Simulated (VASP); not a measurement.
Crystal: SbOs.

```
CELL_PARAMETERS angstrom
0.00000 2.71362 2.71362
2.71362 0.00000 2.71362
2.71362 2.71362 0.00000
ATOMIC_POSITIONS crystal
Os 0.50000 0.50000 0.50000
Sb 0.00000 0.00000 0.00000
```

Base run:

```yaml
Program: VASP 6.6.1
Functional: r2SCAN
Potentials_or_basis: VASP PAW PBE potentials, release 64 (Os, Sb)
Cutoff: 520 eV
k_mesh: 12 × 12 × 12
Occupations: gaussian, width 0.05 eV
Spin: no spin polarisation
```

Its results: pressure -3.3 GPa.

Question: The run is repeated on the same cell with these changes: functional from r2SCAN to LDA; potentials or basis from VASP PAW PBE potentials, release 64 (Os, Sb) to VASP PAW LDA potentials, release 64 (Os, Sb). What comes out?

Answer: Pressure -8.7 GPa.

Caveats: the PAW data sets were made with another functional, which shifts forces and pressure a little (some runs).
